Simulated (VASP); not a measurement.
# Au (P6_3/mmc) in VASP: relaxation of cell and atoms with LDA

Aim: the relaxation of cell and atoms of Au with LDA.

Everything below comes from runs of VASP 6.6.1. Logs are shortened: lines on timing, memory, paths and dates and some standing lists are left out, and cuts for length are marked.

### 1 The cell of the first run

The structure is hexagonal, space group P6_3/mmc (No. 194). The conventional cell has a = 2.880 Å, b = 2.880 Å, c = 9.361 Å, α = 90.00°, β = 90.00°, γ = 120.00°. Within 3.8 Å of Au (site symmetry -3m) lie 12 Au at 2.87 to 2.88 Å. Au (site symmetry -6m2) has 12 Au at 2.87 to 2.88 Å within 3.8 Å.

This isn't the form of Au at room conditions, which is fcc.

### 2 Relaxation of cell and atoms, LDA, target pressure -2.6 GPa, at which the enthalpy is minimised

The input, INCAR:

```
ALGO = Normal
EDIFF = 1E-6
EDIFFG = -0.005
ENCUT = 600
GGA = CA
IBRION = 2
ISIF = 3
ISMEAR = -1
LASPH = T
LCHARG = F
LREAL = F
LWAVE = F
NELM = 60
NSW = 60
PREC = Accurate
PSTRESS = -26.0
SIGMA = 0.05
```

The input, KPOINTS:

```
k-points
0
Gamma
  12 12 4
```

The input, POSCAR:

```
Au
1.0
    2.8802452840      0.0000000000      0.0000000000
   -1.4401226420      2.4943655850      0.0000000000
    0.0000000000      0.0000000000      9.3607971729
Au
4
Direct
    0.0000000000      0.0000000000      0.0000000000
    0.0000000000      0.0000000000      0.5000000000
    0.3333333333      0.6666666667      0.2500000000
    0.6666666667      0.3333333333      0.7500000000
```

Potentials or basis: VASP PAW LDA potentials, release 64 (Au).

On the command line:

```sh
cat potpaw_LDA.64/Au/POTCAR > POTCAR
mpirun -np 1 vasp_std > vasp.out
```

OUTCAR:

```text
EDIFF = 1E-6
   EDIFFG = -0.005
   ENCUT = 600
   GGA = CA
   IBRION = 2
   ISIF = 3
   ISMEAR = -1
   LASPH = T
   LREAL = F
   NELM = 60
   NSW = 60
   PREC = Accurate
   PSTRESS = -26.0

 ion  position               nearest neighbor table
   1  0.000  0.000  0.000-   3 2.87   4 2.87   3 2.87   4 2.87   4 2.87   3 2.87
   2  0.000  0.000  0.500-   3 2.87   4 2.87   3 2.87   4 2.87   4 2.87   3 2.87
   3  0.333  0.667  0.250-   1 2.87   2 2.87   1 2.87   2 2.87   1 2.87   2 2.87
   4  0.667  0.333  0.750-   1 2.87   2 2.87   1 2.87   2 2.87   1 2.87   2 2.87

  LATTYP: Found a hexagonal cell.
 ALAT       =     2.8802452840
 C/A-ratio  =     3.2500000000

  Lattice vectors:

 A1 = (   2.8802452840,   0.0000000000,   0.0000000000)
 A2 = (  -1.4401226420,   2.4943655850,   0.0000000000)
 A3 = (   0.0000000000,   0.0000000000,   9.3607971729)

Analysis of symmetry for initial positions (statically):
=====================================================================
 Subroutine PRICEL returns:
 Original cell was already a primitive cell.

 Routine SETGRP: Setting up the symmetry group for a
 hexagonal supercell.

 Subroutine GETGRP returns: Found 24 space group operations
 (whereof 12 operations were pure point group operations)
 out of a pool of 24 trial point group operations.

The static configuration has the point symmetry D_3d.
 The point group associated with its full space group is D_6h.

Analysis of symmetry for dynamics (positions and initial velocities):
=====================================================================
 Subroutine PRICEL returns:
 Original cell was already a primitive cell.

 Routine SETGRP: Setting up the symmetry group for a
 hexagonal supercell.

 Subroutine GETGRP returns: Found 24 space group operations
 (whereof 12 operations were pure point group operations)
 out of a pool of 24 trial point group operations.

The dynamic configuration has the point symmetry D_3d.
 The point group associated with its full space group is D_6h.

 Subroutine INISYM returns: Found 24 space group operations
 (whereof 12 operations are pure point group operations),
 and found     1 'primitive' translations

----------------------------------------------------------------------------------------

                                     Primitive cell

  volume of cell :      67.2516

  direct lattice vectors                    reciprocal lattice vectors
     2.880245284  0.000000000  0.000000000     0.347192652  0.200451771  0.000000000
    -1.440122642  2.494365585  0.000000000     0.000000000  0.400903543  0.000000000
     0.000000000  0.000000000  9.360797173     0.000000000  0.000000000  0.106828508

  length of vectors
     2.880245284  2.880245284  9.360797173     0.400903543  0.400903543  0.106828508

  position of ions in fractional coordinates (direct lattice)
     0.000000000  0.000000000  0.000000000
     0.000000000  0.000000000  0.500000000
     0.333333333  0.666666667  0.250000000
     0.666666667  0.333333333  0.750000000

  ion indices of the primitive-cell ions
   primitive index   ion index
                 1           1
                 2           2
                 3           3
                 4           4

----------------------------------------------------------------------------------------

 KPOINTS: k-points

Automatic generation of k-mesh.
 Grid dimensions read from file:
 generate k-points for:   12   12    4

 Generating k-lattice:

  Cartesian coordinates                     Fractional coordinates (reciprocal lattice)
     0.028932721  0.016704314  0.000000000     0.083333333  0.000000000  0.000000000
     0.000000000  0.033408629  0.000000000     0.000000000  0.083333333  0.000000000
     0.000000000  0.000000000  0.026707127     0.000000000  0.000000000  0.250000000

  Length of vectors
     0.033408629  0.033408629  0.026707127

  Shift w.r.t. Gamma in fractional coordinates (k-lattice)
     0.000000000  0.000000000  0.000000000

 Subroutine IBZKPT returns following result:
 ===========================================

 Found     57 irreducible k-points:

 Following reciprocal coordinates:
            Coordinates               Weight
  0.000000  0.000000  0.000000      1.000000
  0.083333  0.000000  0.000000      6.000000
  0.166667  0.000000  0.000000      6.000000
  0.250000  0.000000  0.000000      6.000000
  0.333333  0.000000  0.000000      6.000000
  0.416667  0.000000  0.000000      6.000000
[... 16 lines left out ...]
  0.250000  0.000000  0.250000     12.000000
  0.333333  0.000000  0.250000     12.000000
 [... further k-points ...]
   k-points           NKPTS =     57   k-points in BZ     NKDIM =     57   number of bands    NBANDS=     26
   number of dos      NEDOS =    301   number of ions     NIONS =      4
   total plane-waves  NPLWV =  46080
   dimension x,y,z NGX =    24 NGY =   24 NGZ =   80
   dimension x,y,z NGXF=    48 NGYF=   48 NGZF=  160
   ions per type =               4
   NGX,Y,Z   is equivalent  to a cutoff of  13.85, 13.85, 14.21 a.u.
   NGXF,Y,Z  is equivalent  to a cutoff of  27.71, 27.71, 28.42 a.u.
 SYSTEM =  unknown system
   PREC   = accura    normal or accurate (medium, high low for compatibility)
   ISTART =      0    job   : 0-new  1-cont  2-samecut
   ICHARG =      2    charge: 1-file 2-atom 10-const
   ISPIN  =      1    spin polarized calculation?
   LNONCOLLINEAR =      F non collinear calculations
   LSORBIT =      F    spin-orbit coupling
   LASPH  =      T    aspherical Exc in radial PAW
   ENCUT  =  600.0 eV  44.10 Ry    6.64 a.u.   5.75  5.75 18.70*2*pi/ulx,y,z
   NELM   =     60;   NELMIN=  2; NELMDL= -5     # of ELM steps
   EDIFF  = 0.1E-05   stopping-criterion for ELM
   LREAL  =      F    real-space projection
   EDIFFG = -.5E-02   stopping-criterion for IOM
   NSW    =     60    number of steps for IOM
   IBRION =      2    ionic relax: 0-MD 1-quasi-New 2-CG
   NFREE  =      1    steps in history (QN), initial steepest desc. (CG)
   ISIF   =      3    stress and relaxation
   ISYM   =      2    0-nonsym 1-usesym 2-fastsym
   POTIM  = 0.5000    time-step for ionic-motion
   TEBEG  =    0.0;   TEEND  =   0.0 temperature during run
   PSTRESS=  -26.0 pullay stress
   NELECT =      44.0000    total number of electrons
   NUPDOWN=      -1.0000    fix difference up-down
   EMIN   =  10.00;   EMAX   =-10.00  energy-range for DOS
   EFERMI =   0.00;   METHOD = LEGACY
   ISMEAR =    -1;   SIGMA  =   0.05  broadening in eV -4-tet -1-fermi 0-gaus
   EFERMI_NEDOS =   21; number of points for ismear=-14 and -15
   IALGO  =     38    algorithm
   IMIX   =      4    mixing-type and parameters
     AMIX     =   0.40;   BMIX     =  1.00
     AMIX_MAG =   1.60;   BMIX_MAG =  1.00
  volume/ion in A,a.u.               =      16.81       113.46
  Fermi-wavevector in a.u.,A,eV,Ry     =   1.421210  2.685697 27.481562  2.019838
  Thomas-Fermi vector in A             =   2.542044
   LORBIT       =      0    0 simple, 1 ext, 2 COOP (PROOUT), +10 PAW based schemes
   GGA     = CA    functional components
   LHFCALC =     F    Hartree Fock is set to
   AEXX    =    0.0000 exact exchange contribution
   IVDW    =     0    specifies the selected vdW correction
   LEPSILON=     F    determine dielectric tensor
   LRPA    =     F    only Hartree local field effects (RPA)
 conjugate gradient relaxation of ions
 non-spin polarized calculation
  energy-cutoff  :      600.00
  volume of cell :       67.25
 maximum number of plane-waves:      2260
 NGX is ok and might be reduce to    24
   NGX = 11   NGY = 11   NGZ = 37

--------------------------------------- Ionic step        1  -------------------------------------------

 number of electron      44.0000006 magnetization

 Free energy of the ion-electron system (eV)
  ---------------------------------------------------
  ext. energy  EPLUGINS =         0.00000000
  ---------------------------------------------------
  free energy    TOTEN  =       -17.74806557 eV

  energy without entropy =      -17.73709813  energy(sigma->0) =      -17.74258185

------------------------ aborting loop because EDIFF is reached ----------------------------------------

  FORCE on cell =-STRESS in cart. coord.  units (eV):
  Direction    XX          YY          ZZ          XY          YZ          ZX
  --------------------------------------------------------------------------------------
  -------------------------------------------------------------------------------------
  Total       -0.7951468     -0.7951468     -0.6901075      0.0000000      0.0000000      0.0000000
  in kB      -18.9432925    -18.9432925    -16.4408733      0.0000000      0.0000000      0.0000000
  external PRESSURE =       7.8908472 kB  Pullay stress =     -26.0000000 kB

 VOLUME and BASIS-vectors are now :
 -----------------------------------------------------------------------------
  energy-cutoff  :      600.00
  volume of cell :       67.25
      direct lattice vectors                 reciprocal lattice vectors
     2.880245284  0.000000000  0.000000000     0.347192652  0.200451771  0.000000000
    -1.440122642  2.494365585  0.000000000     0.000000000  0.400903543  0.000000000
     0.000000000  0.000000000  9.360797173     0.000000000  0.000000000  0.106828508
[... 210 lines left out ...]
  FREE ENERGIE OF THE ION-ELECTRON SYSTEM (eV)
  ---------------------------------------------------
  free  energy   TOTEN  =       -17.7440177732 eV

  energy  without entropy=      -17.7329043793  energy(sigma->0) =      -17.73846108

  enthalpy is  TOTEN    =       -18.8402303283 eV   P V=       -1.0962125551

--------------------------------------- Ionic step        7  -------------------------------------------

 number of electron      44.0000006 magnetization

 Free energy of the ion-electron system (eV)
  ---------------------------------------------------
  ext. energy  EPLUGINS =         0.00000000
  ---------------------------------------------------
  free energy    TOTEN  =       -17.74399335 eV

  energy without entropy =      -17.73292085  energy(sigma->0) =      -17.73845710

 E-fermi :   9.3634     XC(G=0): -13.0353

 val. band max:        9.3493919268   @ k =   0.4167   0.0833   0.5000
 cond. band min:       9.4600997276   @ k =   0.0833   0.0000   0.0000
 fundamental gap:      0.1107078008
 Fermi energy:         9.3633616055

 k-point     1 :       0.0000    0.0000    0.0000
  band No.  band energies     occupation
      1      -0.5723      2.00000
      2       1.2426      2.00000
      3       1.2582      2.00000
      4       2.0036      2.00000
      5       4.5424      2.00000
      6       4.5549      2.00000
[... 18 lines left out ...]
     25      12.5368      0.00000
     26      20.6341      0.00000
[... 644 lines left out ...]
      4       2.9493      2.00000
      5       3.2872      2.00000
      6       3.5532      2.00000
[... 18 lines left out ...]
     25      15.0766      0.00000
     26      16.3272      0.00000

 [... further k-points ...]

------------------------ aborting loop because EDIFF is reached ----------------------------------------

  FORCE on cell =-STRESS in cart. coord.  units (eV):
  Direction    XX          YY          ZZ          XY          YZ          ZX
  --------------------------------------------------------------------------------------
  -------------------------------------------------------------------------------------
  Total       -1.1085456     -1.1085456     -1.1148948      0.0000000      0.0000000      0.0000000
  in kB      -26.2918084    -26.2918084    -26.4423952      0.0000000      0.0000000      0.0000000
  external PRESSURE =      -0.3420040 kB  Pullay stress =     -26.0000000 kB

 VOLUME and BASIS-vectors are now :
 -----------------------------------------------------------------------------
  energy-cutoff  :      600.00
  volume of cell :       67.55
      direct lattice vectors                 reciprocal lattice vectors
     2.881371063  0.000000000 -0.000000000     0.347057001  0.200373453 -0.000000000
    -1.440685531  2.495340538  0.000000000    -0.000000000  0.400746906 -0.000000000
     0.000000000  0.000000000  9.395386936     0.000000000 -0.000000000  0.106435212

 POSITION                                       TOTAL-FORCE (eV/Angst)
 -----------------------------------------------------------------------------------
      0.00000      0.00000     -0.00000         0.000000      0.000000     -0.000000
      0.00000      0.00000      4.69769         0.000000     -0.000000     -0.000000
     -0.00000      1.66356      2.34885        -0.000000      0.000000      0.000000
      1.44069      0.83178      7.04654         0.000000     -0.000000     -0.000000
 -----------------------------------------------------------------------------------
    total drift:                               -0.000000      0.000000     -0.000000

  FREE ENERGIE OF THE ION-ELECTRON SYSTEM (eV)
  ---------------------------------------------------
  free  energy   TOTEN  =       -17.7439933467 eV

  energy  without entropy=      -17.7329208509  energy(sigma->0) =      -17.73845710

  enthalpy is  TOTEN    =       -18.8402353755 eV   P V=       -1.0962420288

 reached required accuracy - stopping structural energy minimisation
```

Run time: 9.1 min. Hardware: 1 thread of Oxide Virtual Turin-like, shared host; peak memory 0.2 GiB.

Results:

| Property | Result |
| --- | --- |
| Free energy | -17.7440 eV |
| Relaxed volume | 16.89 Å³/atom |
| Relaxed cell | a = 2.881 Å, b = 2.881 Å, c = 9.395 Å, α = 90.00°, β = 90.00°, γ = 120.00° |
| Space group after relaxing (to 0.1 Å) | P6_3/mmc (No. 194) |
| Energy change on relaxing (the run minimises the enthalpy) | +1.0 meV/atom |
| Ionic steps | 7 |
| Pressure after relaxing | -2.6 GPa |
| Band gap on the k mesh | zero (bands 22 and 23 overlap by 5.05 eV) |

The path:
| step | energy change (eV) | largest force (eV/Å) | pressure (GPa) | volume (Å³) |
| --- | --- | --- | --- | --- |
| 1 | 0.0000 | 0.0000 | -1.81 | 67.25 |
| 2 | 0.0145 | 0.0000 | -3.94 | 68.06 |
| 3 | 0.0041 | 0.0000 | -2.61 | 67.55 |
| 4 | 0.0042 | 0.0000 | -2.64 | 67.56 |
| 5 | 0.0042 | 0.0000 | -2.64 | 67.56 |
| 6 | 0.0040 | 0.0000 | -2.63 | 67.55 |
| 7 | 0.0041 | 0.0000 | -2.63 | 67.55 |

Final structure:
```xyz
4
Lattice="2.8814 0.0000 0.0000 -1.4407 2.4953 0.0000 0.0000 0.0000 9.3954" Properties=species:S:1:pos:R:3 pbc="T T T"
Au    0.0000    0.0000    0.0000
Au    0.0000    0.0000    4.6977
Au    0.0000    1.6636    2.3488
Au    1.4407    0.8318    7.0465
```

Caveat: the cell is relaxed towards a set pressure, so the run minimises the enthalpy, not the energy; spin-orbit coupling is left out, which moves the levels of the heavy elements.

The gap in the log of VASP goes by the Fermi energy; the results here count the filled bands.